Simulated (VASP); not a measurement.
Input of a VASP 6.6.1 run:

Contents of INCAR:

```
SYSTEM = AlP
PREC = Accurate
ENCUT = 500
EDIFF = 1E-6
ISMEAR = 0
SIGMA = 0.02
LREAL = .FALSE.
LASPH = .TRUE.
NELM = 120
ALGO = Normal
ISIF = 2
LWAVE = .FALSE.
LCHARG = .TRUE.
GGA = PS
LELF = .TRUE.
LVHAR = .TRUE.
NBANDS = 11
GGA_COMPAT = .FALSE.
```

The input KPOINTS:

```
Automatic mesh
0
G
  8 8 8
  0 0 0
```

POSCAR

```
AlP
1.0
    0.0000000000      2.7352604675      2.7352604675
    2.7352604675      0.0000000000      2.7352604675
    2.7352604675      2.7352604675      0.0000000000
Al P
1 1
Direct
    0.0000000000      0.0000000000      0.0000000000
    0.2500000000      0.2500000000      0.2500000000
```

Potentials or basis: VASP PAW PBE potentials, release 64 (Al, P).

Run with:

```console
$ cat potpaw_PBE.64/Al/POTCAR potpaw_PBE.64/P/POTCAR > POTCAR
$ mpirun -np 1 vasp_std > vasp.out
```

Task: Estimate the band gap on the k mesh.

Result: 1.45 eV, indirect (least direct gap 3.15 eV).

Task: What does it give for the pressure?

Result: 0.0 GPa.

Caveat: the PAW data sets were made with another functional, which shifts forces and pressure a little. A k mesh can miss the band edges.
